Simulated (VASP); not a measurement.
# Hf3Au (Pm-3m) in VASP: notebook

The runs below take Hf3Au through single point, with LDA.

Program: VASP 6.6.1. These are calculated values, not measurements. Logs are shortened: lines on timing, memory, paths and dates and some standing lists are left out, and cuts for length are marked.

## (1) The cell of the first run

The structure is cubic, space group Pm-3m (No. 221). Conventional cell: a = 4.351 Å, b = 4.351 Å, c = 4.351 Å, α = 90.00°, β = 90.00°, γ = 90.00°. Hf (site symmetry 4/mmm) has 8 Hf at 3.08 Å and 4 Au at 3.08 Å within 4.0 Å. Au (site symmetry m-3m) has 12 Hf at 3.08 Å within 4.0 Å.

## (2) Single point, LDA

INCAR reads:

```
SYSTEM = Hf3Au
PREC     = Accurate       ! precision mode
ENCUT    = 520            ! plane-wave cutoff, eV
EDIFF    = 1E-7           ! SCF threshold, eV
ISMEAR   = -1             ! smearing method
SIGMA    = 0.1            ! smearing width, eV
LREAL    = .FALSE.        ! projectors in reciprocal space
LASPH    = .TRUE.         ! aspherical terms in the spheres
NELM     = 80             ! most SCF steps
ALGO     = Normal         ! electronic algorithm
ISIF     = 2              ! what is computed and relaxed
LWAVE    = .FALSE.        ! write WAVECAR
LCHARG   = .FALSE.        ! write CHGCAR
NBANDS   = 28             ! bands
```

KPOINTS reads:

```
regular mesh
0
G
  3 3 3
  0 0 0
```

POSCAR reads:

```
Hf3Au
1.0
    4.3506540000      0.0000000000      0.0000000000
    0.0000000000      4.3506540000      0.0000000000
    0.0000000000      0.0000000000      4.3506540000
Hf Au
3 1
Direct
    0.5000000000      0.0000000000      0.0000000000
    0.0000000000      0.5000000000      0.0000000000
    0.0000000000      0.0000000000      0.5000000000
    0.5000000000      0.5000000000      0.5000000000
```

Potentials or basis: VASP PAW LDA potentials, release 64 (Hf_pv, Au).

Started as:

```sh
> cat potpaw_LDA.64/Hf_pv/POTCAR potpaw_LDA.64/Au/POTCAR > POTCAR
> mpirun -np 1 vasp_std > vasp.out
```

OUTCAR:

```text
SYSTEM = Hf3Au
   PREC = Accurate
   ENCUT = 520
   EDIFF = 1E-7
   ISMEAR = -1
   LREAL = .FALSE.
   LASPH = .TRUE.
   NELM = 80
   ISIF = 2

 ion  position               nearest neighbor table
   1  0.500  0.000  0.000-   2 3.08   3 3.08   4 3.08   3 3.08   4 3.08   2 3.08   4 3.08   4 3.08
                             2 3.08   3 3.08   3 3.08   2 3.08
   2  0.000  0.500  0.000-   1 3.08   3 3.08   4 3.08   3 3.08   4 3.08   1 3.08   3 3.08   3 3.08
                             1 3.08   4 3.08   4 3.08   1 3.08
   3  0.000  0.000  0.500-   1 3.08   2 3.08   4 3.08   1 3.08   2 3.08   2 3.08   4 3.08   2 3.08
                             1 3.08   4 3.08   1 3.08   4 3.08
   4  0.500  0.500  0.500-   1 3.08   2 3.08   3 3.08   1 3.08   2 3.08   1 3.08   3 3.08   1 3.08
                             2 3.08   3 3.08   2 3.08   3 3.08

  LATTYP: Found a simple cubic cell.
 ALAT       =     4.3506540000

  Lattice vectors:

 A1 = (   4.3506540000,   0.0000000000,   0.0000000000)
 A2 = (   0.0000000000,   4.3506540000,   0.0000000000)
 A3 = (   0.0000000000,   0.0000000000,   4.3506540000)

Analysis of symmetry for initial positions (statically):
=====================================================================
 Subroutine PRICEL returns:
 Original cell was already a primitive cell.

 Routine SETGRP: Setting up the symmetry group for a
 simple cubic supercell.

 Subroutine GETGRP returns: Found 48 space group operations
[... 9 lines left out ...]

 Routine SETGRP: Setting up the symmetry group for a
 simple cubic supercell.

 Subroutine GETGRP returns: Found 48 space group operations
[... 11 lines left out ...]
                                     Primitive cell

  volume of cell :      82.3500

  direct lattice vectors                    reciprocal lattice vectors
     4.350654000  0.000000000  0.000000000     0.229850501  0.000000000  0.000000000
     0.000000000  4.350654000  0.000000000     0.000000000  0.229850501  0.000000000
     0.000000000  0.000000000  4.350654000     0.000000000  0.000000000  0.229850501

  length of vectors
     4.350654000  4.350654000  4.350654000     0.229850501  0.229850501  0.229850501

  position of ions in fractional coordinates (direct lattice)
     0.500000000  0.000000000  0.000000000
     0.000000000  0.500000000  0.000000000
     0.000000000  0.000000000  0.500000000
     0.500000000  0.500000000  0.500000000

  ion indices of the primitive-cell ions
   primitive index   ion index
                 1           1
                 2           2
                 3           3
                 4           4

----------------------------------------------------------------------------------------

 KPOINTS: regular mesh

Automatic generation of k-mesh.
 Grid dimensions read from file:
 generate k-points for:    3    3    3

 Generating k-lattice:

  Cartesian coordinates                     Fractional coordinates (reciprocal lattice)
     0.076616834  0.000000000  0.000000000     0.333333333  0.000000000  0.000000000
     0.000000000  0.076616834  0.000000000     0.000000000  0.333333333  0.000000000
     0.000000000  0.000000000  0.076616834     0.000000000  0.000000000  0.333333333

  Length of vectors
     0.076616834  0.076616834  0.076616834

  Shift w.r.t. Gamma in fractional coordinates (k-lattice)
     0.000000000  0.000000000  0.000000000

 Subroutine IBZKPT returns following result:
 ===========================================

 Found      4 irreducible k-points:

 Following reciprocal coordinates:
            Coordinates               Weight
  0.000000  0.000000  0.000000      1.000000
  0.333333  0.000000  0.000000      6.000000
  0.333333  0.333333  0.000000     12.000000
  0.333333  0.333333  0.333333      8.000000
   k-points           NKPTS =      4   k-points in BZ     NKDIM =      4   number of bands    NBANDS=     28
   number of dos      NEDOS =    301   number of ions     NIONS =      4
   total plane-waves  NPLWV =  32768
   dimension x,y,z NGX =    32 NGY =   32 NGZ =   32
   dimension x,y,z NGXF=    64 NGYF=   64 NGZF=   64
   ions per type =               3   1
   NGX,Y,Z   is equivalent  to a cutoff of  12.23, 12.23, 12.23 a.u.
   NGXF,Y,Z  is equivalent  to a cutoff of  24.46, 24.46, 24.46 a.u.
 SYSTEM =  Hf3Au
   PREC   = accura    normal or accurate (medium, high low for compatibility)
   ISTART =      0    job   : 0-new  1-cont  2-samecut
   ICHARG =      2    charge: 1-file 2-atom 10-const
   ISPIN  =      1    spin polarized calculation?
   LNONCOLLINEAR =      F non collinear calculations
   LSORBIT =      F    spin-orbit coupling
   LASPH  =      T    aspherical Exc in radial PAW
   ENCUT  =  520.0 eV  38.22 Ry    6.18 a.u.   8.09  8.09  8.09*2*pi/ulx,y,z
   NELM   =     80;   NELMIN=  2; NELMDL= -5     # of ELM steps
   EDIFF  = 0.1E-06   stopping-criterion for ELM
   LREAL  =      F    real-space projection
   EDIFFG = 0.1E-05   stopping-criterion for IOM
   NSW    =      0    number of steps for IOM
   IBRION =     -1    ionic relax: 0-MD 1-quasi-New 2-CG
   NFREE  =      0    steps in history (QN), initial steepest desc. (CG)
   ISIF   =      2    stress and relaxation
   ISYM   =      2    0-nonsym 1-usesym 2-fastsym
   POTIM  = 0.5000    time-step for ionic-motion
   TEBEG  =    0.0;   TEEND  =   0.0 temperature during run
   PSTRESS=    0.0 pullay stress
   NELECT =      41.0000    total number of electrons
   NUPDOWN=      -1.0000    fix difference up-down
   EMIN   =  10.00;   EMAX   =-10.00  energy-range for DOS
   EFERMI =   0.00;   METHOD = LEGACY
   ISMEAR =    -1;   SIGMA  =   0.10  broadening in eV -4-tet -1-fermi 0-gaus
   EFERMI_NEDOS =   21; number of points for ismear=-14 and -15
   IALGO  =     38    algorithm
   IMIX   =      4    mixing-type and parameters
     AMIX     =   0.40;   BMIX     =  1.00
     AMIX_MAG =   1.60;   BMIX_MAG =  1.00
  volume/ion in A,a.u.               =      20.59       138.93
  Fermi-wavevector in a.u.,A,eV,Ry     =   1.297523  2.451962 22.906288  1.683565
  Thomas-Fermi vector in A             =   2.428910
   LORBIT       =      0    0 simple, 1 ext, 2 COOP (PROOUT), +10 PAW based schemes
   GGA     = CA    functional components
   LHFCALC =     F    Hartree Fock is set to
   AEXX    =    0.0000 exact exchange contribution
   IVDW    =     0    specifies the selected vdW correction
   LEPSILON=     F    determine dielectric tensor
   LRPA    =     F    only Hartree local field effects (RPA)
 non-spin polarized calculation
  energy-cutoff  :      520.00
  volume of cell :       82.35
 maximum number of plane-waves:      2230
   NGX = 17   NGY = 17   NGZ = 17

 number of electron      41.0000012 magnetization

 Free energy of the ion-electron system (eV)
  ---------------------------------------------------
  ext. energy  EPLUGINS =         0.00000000
  ---------------------------------------------------
  free energy    TOTEN  =       -37.45724158 eV

  energy without entropy =      -37.26857479  energy(sigma->0) =      -37.36290818

 E-fermi :   5.7574     XC(G=0): -11.8854

 val. band max:        5.7350571957   @ k =   0.0000   0.0000   0.0000
 cond. band min:       5.9899349440   @ k =   0.3333   0.3333   0.3333
 fundamental gap:      0.2548777483
 Fermi energy:         5.7574441972

 k-point     1 :       0.0000    0.0000    0.0000
  band No.  band energies     occupation
      1     -24.8723      2.00000
      2     -24.8723      2.00000
      3     -24.8723      2.00000
      4     -24.4693      2.00000
      5     -24.4693      2.00000
      6     -24.4693      2.00000
[... 20 lines left out ...]
     27       9.7330      0.00000
     28      11.1361      0.00000

 k-point     2 :       0.3333    0.0000    0.0000
  band No.  band energies     occupation
      1     -24.7822      2.00000
      2     -24.7822      2.00000
      3     -24.7243      2.00000
      4     -24.5088      2.00000
      5     -24.5088      2.00000
      6     -24.4815      2.00000
[... 20 lines left out ...]
     27       9.4459      0.00000
     28       9.4459      0.00000

 k-point     3 :       0.3333    0.3333    0.0000
  band No.  band energies     occupation
      1     -24.8363      2.00000
      2     -24.6975      2.00000
      3     -24.6795      2.00000
      4     -24.5958      2.00000
      5     -24.5196      2.00000
      6     -24.4732      2.00000
[... 20 lines left out ...]
     27       9.1974      0.00000
     28       9.7981      0.00000

 k-point     4 :       0.3333    0.3333    0.3333
  band No.  band energies     occupation
      1     -24.9529      2.00000
      2     -24.7704      2.00000
      3     -24.7704      2.00000
      4     -24.7485      2.00000
      5     -24.3554      2.00000
      6     -24.3554      2.00000
[... 20 lines left out ...]
     27       9.5643      0.00000
     28      10.0988      0.00000

------------------------ aborting loop because EDIFF is reached ----------------------------------------

  FORCE on cell =-STRESS in cart. coord.  units (eV):
  Direction    XX          YY          ZZ          XY          YZ          ZX
  --------------------------------------------------------------------------------------
  -------------------------------------------------------------------------------------
  Total       -4.9558838     -4.9558838     -4.9558838     -0.0000000      0.0000000      0.0000000
  in kB      -96.4202067    -96.4202067    -96.4202067     -0.0000000      0.0000000      0.0000000
  external PRESSURE =     -96.4202067 kB  Pullay stress =       0.0000000 kB

 VOLUME and BASIS-vectors are now :
 -----------------------------------------------------------------------------
  energy-cutoff  :      520.00
  volume of cell :       82.35
      direct lattice vectors                 reciprocal lattice vectors
     4.350654000  0.000000000  0.000000000     0.229850501  0.000000000  0.000000000
     0.000000000  4.350654000  0.000000000     0.000000000  0.229850501  0.000000000
     0.000000000  0.000000000  4.350654000     0.000000000  0.000000000  0.229850501

 POSITION                                       TOTAL-FORCE (eV/Angst)
 -----------------------------------------------------------------------------------
      2.17533      0.00000      0.00000         0.000000      0.000000      0.000000
      0.00000      2.17533      0.00000         0.000000      0.000000      0.000000
      0.00000      0.00000      2.17533         0.000000      0.000000      0.000000
      2.17533      2.17533      2.17533         0.000000      0.000000      0.000000
 -----------------------------------------------------------------------------------
    total drift:                                0.000000      0.000000     -0.000000

  FREE ENERGIE OF THE ION-ELECTRON SYSTEM (eV)
  ---------------------------------------------------
  free  energy   TOTEN  =       -37.4572415806 eV

  energy  without entropy=      -37.2685747857  energy(sigma->0) =      -37.36290818
```

It took 8.1 s on 1 thread of Intel Xeon 6975P-C, shared host; peak memory 0.15 GiB.

Results:

```yaml
Free_energy: -37.4572 eV
Pressure: -9.6 GPa
```

Caveat: the k points lie up to 0.48 Å⁻¹ apart; spin-orbit coupling is left out, which moves the levels of the heavy elements.

## (3) Single point, LDA

INCAR reads:

```
SYSTEM = Hf3Au
ALGO     = Normal         ! electronic algorithm
EDIFF    = 1E-6           ! SCF threshold, eV
ENCUT    = 520            ! plane-wave cutoff, eV
GGA      = CA             ! functional
ISIF     = 2              ! what is computed and relaxed
ISMEAR   = -1             ! smearing method
LASPH    = .TRUE.         ! aspherical terms in the spheres
LCHARG   = .FALSE.        ! write CHGCAR
LREAL    = .FALSE.        ! projectors in reciprocal space
LWAVE    = .FALSE.        ! write WAVECAR
NBANDS   = 28             ! bands
NELM     = 100            ! most SCF steps
PREC     = Accurate       ! precision mode
SIGMA    = 0.1            ! smearing width, eV
```

KPOINTS reads:

```
k-points
0
G
  5 5 5
  0 0 0
```

POSCAR is that of step 2.

Potentials or basis: VASP PAW LDA potentials, release 64 (Hf_pv, Au).

Started as:

```sh
> cat potpaw_LDA.64/Hf_pv/POTCAR potpaw_LDA.64/Au/POTCAR > POTCAR
> mpirun -np 1 vasp_std > vasp.out
```

It took 10 s on 1 thread of Intel Xeon 6975P-C, shared host; peak memory 0.16 GiB.

Results (log left out):

```
Free energy : -37.4122 eV
Pressure    : -9.4 GPa
```

Levels at points of the mesh, in eV from the Fermi level:
| k point | band 17 | band 18 | band 19 | band 20 | band 21 | band 22 | band 23 | band 24 | band 25 | band 26 |
| --- | --- | --- | --- | --- | --- | --- | --- | --- | --- | --- |
| (0.00, 0.00, 0.00) | -0.61 | -0.61 | -0.61 | 0.03 | 0.03 | 2.28 | 2.28 | 2.28 | 4.03 | 4.03 |

Caveat: spin-orbit coupling is left out, which moves the levels of the heavy elements.

(Continued in part 2 of 2.)
